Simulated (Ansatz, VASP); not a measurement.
**H4C in VASP and in Ansatz**

```
C H
1.0
     7.87299    0.00000    0.00000
     0.00000    7.87299    0.00000
     0.00000    0.00000    7.87299
C H
8 32
Direct
  0.46327 0.03300 0.66232
  0.53698 0.85832 0.62263
  0.16657 0.70937 0.41763
  0.29627 0.68650 0.27568
  0.50120 0.32430 0.06363
  0.67628 0.25948 0.11448
  0.98083 0.28650 0.58404
  0.05755 0.23518 0.41369
  0.34344 0.05519 0.59355
  0.43667 0.04636 0.79922
  0.55188 0.13658 0.62599
  0.65836 0.83808 0.68877
  0.44940 0.75615 0.66157
  0.56116 0.84308 0.48546
  0.16974 0.60235 0.50772
  0.18955 0.82577 0.49058
  0.03668 0.71666 0.36673
  0.30175 0.79864 0.19169
  0.42481 0.66654 0.32674
  0.26594 0.57648 0.19621
  0.50918 0.44752 0.99753
  0.43596 0.23573 0.97893
  0.42018 0.34192 0.17507
  0.66643 0.13909 0.18501
  0.75845 0.23651 0.00406
  0.74224 0.35035 0.19695
  0.91975 0.41207 0.57695
  0.88353 0.19480 0.62638
  0.07794 0.29339 0.68468
  0.11182 0.10664 0.41853
  0.96166 0.23501 0.31221
  0.15923 0.32270 0.37460
  0.07622 0.45002 0.03054
  0.11970 0.37454 0.99242
  0.82098 0.92367 0.42871
  0.82488 0.97143 0.34665
  0.10134 0.73639 0.92288
  0.09226 0.74182 0.82841
  0.12059 0.07109 0.98533
  0.17556 0.07787 0.90807
```

Alike in both runs: functional PBE; dispersion D3(BJ); k mesh 1 × 1 × 1; occupations fermi-dirac, width 0.05 eV; no spin polarisation.

Ansatz relaxed the structure, and its values are those at the end. VASP's run is a single point on that final structure, the one shown.

|  | VASP | Ansatz |
| --- | --- | --- |
| version | VASP 6.6.1 | Ansatz 0.2.0 |
| potentials or method | VASP PAW PBE potentials, release 64 (C, H), cutoff 520 eV | scalar-relativistic, plane waves, PAW |
| valence electrons in the cell | 64 | 64 |

VASP gave:

| Quantity | Value |
| --- | --- |
| rms of the force components (eV/Å) | 0.072 |

**Question.** Which values does Ansatz return?

**Answer.** rms of the force components (eV/Å): 0.077.
